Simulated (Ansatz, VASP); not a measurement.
**One calculation of MoS2, two programs**

The input INCAR:

```
PREC = Accurate ; ENCUT = 520
EDIFF = 1E-6 ; ISMEAR = 0
SIGMA = 0.01 ; LREAL = False
LASPH = True ; NELM = 60
ALGO = Normal ; ISIF = 2
LWAVE = False ; LCHARG = True
GGA = PS ; LELF = True
LVHAR = True ; NBANDS = 20
```

The input KPOINTS:

```
Automatic mesh
0
Gamma
  6 6 6
```

POSCAR

```
MoS2
1.0
    1.5875907347      0.9165959380      6.1939395993
   -1.5875907347      0.9165959380      6.1939395993
    0.0000000000     -1.8331918760      6.1939395993
Mo S
1 2
Direct
   -0.0000146007     -0.0000146007     -0.0000146007
    0.4170015121      0.4170015121      0.4170015121
    0.2496797553      0.2496797553      0.2496797553
```

Input for Ansatz:

```yaml
crystal:
  lattice:
    - [1.5875907347, 0.916595938, 6.1939395993]
    - [-1.5875907347, 0.916595938, 6.1939395993]
    - [0.0, -1.833191876, 6.1939395993]
  atoms:
    - { symbol: Mo, position: [-1.46007e-05, -1.46007e-05, -1.46007e-05] }
    - { symbol: S, position: [0.4170015121, 0.4170015121, 0.4170015121] }
    - { symbol: S, position: [0.2496797553, 0.2496797553, 0.2496797553] }
kpoints:
  mp_grid: { grid: [6, 6, 6] }
hamiltonian:
  xc: pbesol
scf:
  occupations: { method: fixed }
  n_extra_bands: 4
  convergence: { dr2_threshold: 1.0e-12 }
  max_iter: 95
output:
  forces: true
  stress: true
  eigenvalues: true
```

Alike in both runs: task single point; functional PBEsol; k mesh 6 × 6 × 6; no spin polarisation.

|  | VASP | Ansatz |
| --- | --- | --- |
| version | VASP 6.6.1 | Ansatz 0.2.0 |
| potentials or method | VASP PAW PBE potentials, release 64 (Mo_sv, S) | plane waves |
| plane-wave cutoff (eV) | 520 | 420 |
| occupations | gaussian, width 0.01 eV | fixed |
| valence electrons in the cell | 26 | 26 |

|  | VASP | Ansatz | Ansatz less VASP |
| --- | --- | --- | --- |
| gap on the k mesh at the Fermi level (eV) | 0.93 | 0.91 | -0.015 |
| pressure (GPa) | -2.5 | -2.5 | +0.01 |
| traceless stress, the component that is largest in VASP (GPa) | 1.30 | 1.32 | +0.014 |
| rms of the force components (eV/Å) | 0.067 | 0.067 | +0.0005 |

VASP's potentials were made for PBE, not for PBEsol. Atom by atom the forces differ by 0.001 eV/Å (rms over components).
